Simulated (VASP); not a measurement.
# BaAl2Os (R-3m) in VASP: further runs, part 2 of 2

VASP 6.6.1. Earlier steps stand in the parts before.

## (4) Relaxation of cell and atoms, PBE

INCAR

```
SYSTEM = BaAl2Os
  PREC = Accurate
  ENCUT = 600
  EDIFF = 1E-6
  ISMEAR = 0
  SIGMA = 0.1
  LREAL = .False.
  LASPH = .True.
  NELM = 60
  ALGO = Normal
  ISIF = 3
  LWAVE = .False.
  LCHARG = .False.
  GGA = PE
  IBRION = 2
  NSW = 90
  EDIFFG = -0.04
```

KPOINTS

```
regular mesh
0
Gamma
  6 6 6
  0 0 0
```

POSCAR

```
BaAl2Os
1.0
    1.8681980580      1.0786046517      6.5740472107
   -1.8681980580      1.0786046517      6.5740472107
    0.0000000000     -2.1572093035      6.5740472107
Ba Al Os
1 2 1
Direct
    0.0000000000      0.0000000000      0.0000000000
    0.2220000000      0.2220000000      0.2220000000
    0.7780000000      0.7780000000      0.7780000000
    0.5000000000      0.5000000000      0.5000000000
```

Potentials or basis: VASP PAW PBE potentials, release 64 (Ba_sv, Al, Os).

Command:

```
cat potpaw_PBE.64/Ba_sv/POTCAR potpaw_PBE.64/Al/POTCAR potpaw_PBE.64/Os/POTCAR > POTCAR
mpirun -np 1 vasp_std > vasp.out
```

OUTCAR:

```text
SYSTEM = BaAl2Os
   PREC = Accurate
   ENCUT = 600
   EDIFF = 1E-6
   ISMEAR = 0
   LREAL = .False.
   LASPH = .True.
   NELM = 60
   ISIF = 3
   GGA = PE
   IBRION = 2
   NSW = 90
   EDIFFG = -0.04

 ion  position               nearest neighbor table
   1  0.000  0.000  0.000-   3 3.08   3 3.08   2 3.08   2 3.08   3 3.08   2 3.08   4 3.93   4 3.93
                             4 3.93   4 3.93   4 3.93   4 3.93
   2  0.222  0.222  0.222-   4 2.42   4 2.42   4 2.42   3 3.07   3 3.07   3 3.07   1 3.08   1 3.08
                             1 3.08
   3  0.778  0.778  0.778-   4 2.42   4 2.42   4 2.42   2 3.07   2 3.07   2 3.07   1 3.08   1 3.08
                             1 3.08
   4  0.500  0.500  0.500-   2 2.42   2 2.42   3 2.42   3 2.42   2 2.42   3 2.42   1 3.93   1 3.93
                             1 3.93   1 3.93   1 3.93   1 3.93

  LATTYP: Found a trigonal (rhomboedric) cell.
 ALAT       =     6.9189340730
 COS(alpha) =     0.8541865978

  Lattice vectors:

 A1 = (   1.8681980580,   1.0786046517,   6.5740472107)
 A2 = (  -1.8681980580,   1.0786046517,   6.5740472107)
 A3 = (   0.0000000000,  -2.1572093035,   6.5740472107)

Analysis of symmetry for initial positions (statically):
=====================================================================
 Subroutine PRICEL returns:
 Original cell was already a primitive cell.

 Routine SETGRP: Setting up the symmetry group for a
 trigonal (rhombohedral) supercell.

 Subroutine GETGRP returns: Found 12 space group operations
 (whereof 12 operations were pure point group operations)
 out of a pool of 12 trial point group operations.

The static configuration has the point symmetry D_3d.

Analysis of symmetry for dynamics (positions and initial velocities):
=====================================================================
 Subroutine PRICEL returns:
 Original cell was already a primitive cell.

 Routine SETGRP: Setting up the symmetry group for a
 trigonal (rhombohedral) supercell.

 Subroutine GETGRP returns: Found 12 space group operations
 (whereof 12 operations were pure point group operations)
 out of a pool of 12 trial point group operations.

The dynamic configuration has the point symmetry D_3d.
[... 120 lines left out ...]
   IALGO  =     38    algorithm
   IMIX   =      4    mixing-type and parameters
     AMIX     =   0.40;   BMIX     =  1.00
     AMIX_MAG =   1.60;   BMIX_MAG =  1.00
  volume/ion in A,a.u.               =      19.87       134.09
  Fermi-wavevector in a.u.,A,eV,Ry     =   1.098303  2.075492 16.412291  1.206269
  Thomas-Fermi vector in A             =   2.234678
   LORBIT       =      0    0 simple, 1 ext, 2 COOP (PROOUT), +10 PAW based schemes
   GGA     = PE    functional components
   LHFCALC =     F    Hartree Fock is set to
   AEXX    =    0.0000 exact exchange contribution
   IVDW    =     0    specifies the selected vdW correction
   LEPSILON=     F    determine dielectric tensor
   LRPA    =     F    only Hartree local field effects (RPA)
 conjugate gradient relaxation of ions
 non-spin polarized calculation
 Gauss-broadening in eV      SIGMA  =   0.10
  energy-cutoff  :      600.00
  volume of cell :       79.48
 maximum number of plane-waves:      2672
   NGX = 27   NGY = 27   NGZ = 27

--------------------------------------- Ionic step        1  -------------------------------------------

 number of electron      24.0000001 magnetization

 Free energy of the ion-electron system (eV)
  ---------------------------------------------------
  ext. energy  EPLUGINS =         0.00000000
  ---------------------------------------------------
  free energy    TOTEN  =       -19.27747265 eV

  energy without entropy =      -19.25827322  energy(sigma->0) =      -19.26787294

 E-fermi :   5.9619     XC(G=0): -10.6724

 val. band max:        5.9606028952   @ k =   0.3333   0.1667   0.0000
 cond. band min:       5.9800336110   @ k =   0.5000   0.1667   0.0000
 fundamental gap:      0.0194307158
 Fermi energy:         5.9619071720

 k-point     1 :       0.0000    0.0000    0.0000
  band No.  band energies     occupation
      1     -21.6357      2.00000
      2      -7.3554      2.00000
      3      -6.1339      2.00000
      4      -6.1339      2.00000
      5      -2.8591      2.00000
      6       2.5951      2.00000
[... 554 lines left out ...]
  FREE ENERGIE OF THE ION-ELECTRON SYSTEM (eV)
  ---------------------------------------------------
  free  energy   TOTEN  =       -20.2458256496 eV

  energy  without entropy=      -20.2210684449  energy(sigma->0) =      -20.23344705

[... ionic steps 4 to 10 ...]

--------------------------------------- Ionic step       11  -------------------------------------------

 number of electron      24.0000000 magnetization

------------------------ aborting loop because EDIFF is reached ----------------------------------------
[... 71 lines left out ...]
--------------------------------------- Ionic step       13  -------------------------------------------

 number of electron      24.0000000 magnetization

 Free energy of the ion-electron system (eV)
  ---------------------------------------------------
  ext. energy  EPLUGINS =         0.00000000
  ---------------------------------------------------
  free energy    TOTEN  =       -21.41770983 eV

  energy without entropy =      -21.41035528  energy(sigma->0) =      -21.41403255

 E-fermi :   4.4949     XC(G=0):  -9.6140

 val. band max:        4.4354998027   @ k =  -0.3333   0.3333   0.1667
 cond. band min:       4.5663212149   @ k =  -0.3333   0.1667  -0.0000
 fundamental gap:      0.1308214122
 Fermi energy:         4.4948802623

 k-point     1 :       0.0000    0.0000    0.0000
  band No.  band energies     occupation
      1     -23.4951      2.00000
      2      -8.7364      2.00000
      3      -8.5565      2.00000
      4      -8.5565      2.00000
      5      -4.2041      2.00000
      6       1.0174      2.00000
[... 478 lines left out ...]
  FREE ENERGIE OF THE ION-ELECTRON SYSTEM (eV)
  ---------------------------------------------------
  free  energy   TOTEN  =       -21.4177098275 eV

  energy  without entropy=      -21.4103552824  energy(sigma->0) =      -21.41403255

 reached required accuracy - stopping structural energy minimisation
```

CONTCAR:

```text
BaAl2Os
   1.00000000000000
     2.1745096516760274    1.2554537327859279    6.0555128011741353
    -2.1745096516760274    1.2554537327859279    6.0555128011741353
     0.0000000000000000   -2.5109074656791455    6.0555128011723518
  Ba              Al              Os
     1     2     1
Direct
     0.0000000000000000    0.0000000000000000    0.0000000000000000
     0.1933644146335509    0.1933644146335509    0.1933644146335222
     0.8066355853664493    0.8066355853664493    0.8066355853664777
     0.5000000000000000    0.5000000000000000    0.5000000000000000

  0.00000000E+00  0.00000000E+00  0.00000000E+00
  0.00000000E+00  0.00000000E+00  0.00000000E+00
  0.00000000E+00  0.00000000E+00  0.00000000E+00
  0.00000000E+00  0.00000000E+00  0.00000000E+00
```

Run time: 38 min. Hardware: 1 thread of Oxide Virtual Turin-like, shared host; peak memory 0.48 GiB.

What came out:

- Free energy: -21.4177 eV
- Relaxed volume: 24.80 Å³/atom
- Relaxed cell: a = 6.555 Å, b = 6.555 Å, c = 6.555 Å, α = 38.75°, β = 38.75°, γ = 38.75°
- Space group after relaxing (to 0.1 Å): R-3m (No. 166)
- Energy gained by relaxing: 535.1 meV/atom
- Ionic steps: 13
- Pressure after relaxing: 0.0 GPa
- Largest force after relaxing: 0.039 eV/Å
- Band gap on the k mesh: zero (bands 12 and 13 overlap by 1.67 eV)

Forces on the atoms (eV/Å):
```
Ba   0.000  0.000  0.000
Al   0.000  0.000  0.039
Al   0.000  0.000 -0.039
Os   0.000  0.000  0.000
```

Step by step:
| step | energy change (eV) | largest force (eV/Å) | pressure (GPa) | volume (Å³) |
| --- | --- | --- | --- | --- |
| 1 | 0.0000 | 1.1694 | 18.37 | 79.48 |
| 2 | -0.7728 | 1.9425 | -6.63 | 108.62 |
| 3 | -0.9684 | 1.8196 | -1.31 | 97.88 |
| 4 | -1.2836 | 1.3959 | -1.15 | 98.73 |
| 5 | -1.8992 | 0.5682 | -0.83 | 100.97 |
| 6 | -1.5668 | 1.1735 | -2.69 | 103.96 |
| 7 | -2.0825 | 0.2995 | -1.69 | 102.08 |
| 8 | -2.1061 | 0.1507 | -2.11 | 102.79 |
| 9 | -2.1170 | 0.0256 | -1.94 | 102.52 |
| 10 | -2.0484 | 0.3222 | 5.26 | 93.72 |
| 11 | -2.1358 | 0.0743 | 0.06 | 99.64 |
| 12 | -2.1392 | 0.0220 | -0.09 | 98.97 |
| 13 | -2.1402 | 0.0390 | -0.05 | 99.19 |

Final structure:
```
CELL_PARAMETERS angstrom
2.17451 1.25545 6.05551
-2.17451 1.25545 6.05551
0.00000 -2.51091 6.05551
ATOMIC_POSITIONS crystal
Ba 0.00000 0.00000 0.00000
Al 0.19336 0.19336 0.19336
Al 0.80664 0.80664 0.80664
Os 0.50000 0.50000 0.50000
```

Levels at points of the mesh, in eV from the Fermi level:
| k point | band 10 | band 11 | band 12 | band 13 | band 14 | band 15 |
| --- | --- | --- | --- | --- | --- | --- |
| (0.00, 0.00, 0.00) | -1.07 | -1.07 | 0.83 | 2.62 | 2.62 | 2.82 |
| (0.50, 0.00, 0.00) | -1.09 | -1.02 | -1.00 | -0.84 | -0.11 | 2.16 |
| (0.50, 0.50, 0.00) | -1.23 | -1.22 | -0.70 | 0.13 | 0.49 | 2.87 |
| (0.50, 0.50, 0.50) | -0.91 | -0.91 | 0.45 | 1.59 | 1.59 | 3.02 |

Caveat: the volume moved by over 15 % at a fixed basis, so the end points are rough; spin-orbit coupling is left out, which moves the levels of the heavy elements.

## (5) Single point, PBE

This run uses another cell than the first one, of 24.64 Å³/atom.

INCAR

```
SYSTEM = BaAl2Os
PREC = Accurate
ENCUT = 520
EDIFF = 1E-6
ISMEAR = 0
SIGMA = 0.1
LREAL = .False.
LASPH = .True.
NELM = 60
ALGO = Fast
ISIF = 2
LWAVE = .False.
LCHARG = .False.
GGA = PE
NBANDS = 20
```

KPOINTS

```
Automatic mesh
0
Gamma
  12 12 12
  0 0 0
```

POSCAR

```
BaAl2Os
1.0
    2.1808853163      1.2591347244      5.9828594337
   -2.1808853163      1.2591347244      5.9828594337
    0.0000000000     -2.5182694489      5.9828594337
Ba Al Os
1 2 1
Direct
    0.0000000000      0.0000000000      0.0000000000
    0.1930049496      0.1930049496      0.1930049496
    0.8069950504      0.8069950504      0.8069950504
    0.5000000000      0.5000000000      0.5000000000
```

Command:

```
cat potpaw_PBE.64/Ba_sv/POTCAR potpaw_PBE.64/Al/POTCAR potpaw_PBE.64/Os/POTCAR > POTCAR
mpirun -np 1 vasp_std > vasp.out
```

Run time: 24 min. Hardware: 1 thread of Oxide Virtual Turin-like, shared host; peak memory 0.6 GiB.

It converged, with:

- Free energy: -21.3988 eV
- Pressure: 0.2 GPa
- Band gap on the k mesh: zero (bands 12 and 13 overlap by 1.76 eV)

Stress tensor (GPa, compression positive):
```
0.14 0.00 0.00
0.00 0.14 0.00
0.00 0.00 0.44
```

Levels at points of the mesh, in eV from the Fermi level:
```
           k point  band 10  band 11  band 12  band 13  band 14  band 15
(0.00, 0.00, 0.00)    -1.00    -1.00     0.95     2.72     2.72     2.87
(0.50, 0.00, 0.00)    -1.05    -0.94    -0.90    -0.76    -0.03     2.26
(0.50, 0.50, 0.00)    -1.17    -1.13    -0.63     0.24     0.61     2.96
(0.50, 0.50, 0.50)    -0.82    -0.82     0.52     1.63     1.63     3.05
```

Caveat: spin-orbit coupling is left out, which moves the levels of the heavy elements.

## (6) Summary

```tsv
task	cell	k mesh	cutoff (eV)	gap on the mesh (eV)	pressure (GPa)	largest force (eV/Å)
single point	a = 6.919 Å, angles 31.3°, 4 atoms, atomic positions A	6 × 6 × 6	520	none	18.4	1.17
single point	a = 6.535 Å, angles 38.8°, 4 atoms, atomic positions B	6 × 6 × 6	520	none	0.3	-
relaxation of cell and atoms	relaxed from a = 6.919 Å, angles 31.3°, 4 atoms, atomic positions A	6 × 6 × 6	600	none	0.0	0.04
single point	a = 6.491 Å, angles 39.3°, 4 atoms, atomic positions C	12 × 12 × 12	520	none	0.2	-
```

Alike in all rows: level PBE; potentials or basis VASP PAW PBE potentials, release 64 (Ba_sv, Al, Os); no spin polarisation; smearing gaussian 0.1 eV.

Caveats: spin-orbit coupling is left out, which moves the levels of the heavy elements; the stress differs along the axes, from 14 to 21 GPa (at least some runs); forces of over 1 eV/Å act on the atoms, so gaps and moduli don't describe the material at rest (at least some runs); the volume moved by over 15 % at a fixed basis, so the end points are rough (at least some runs).

Absolute energies hang on the potentials; compare differences alone.

The gap in the log of VASP goes by the Fermi energy; the results here count the filled bands.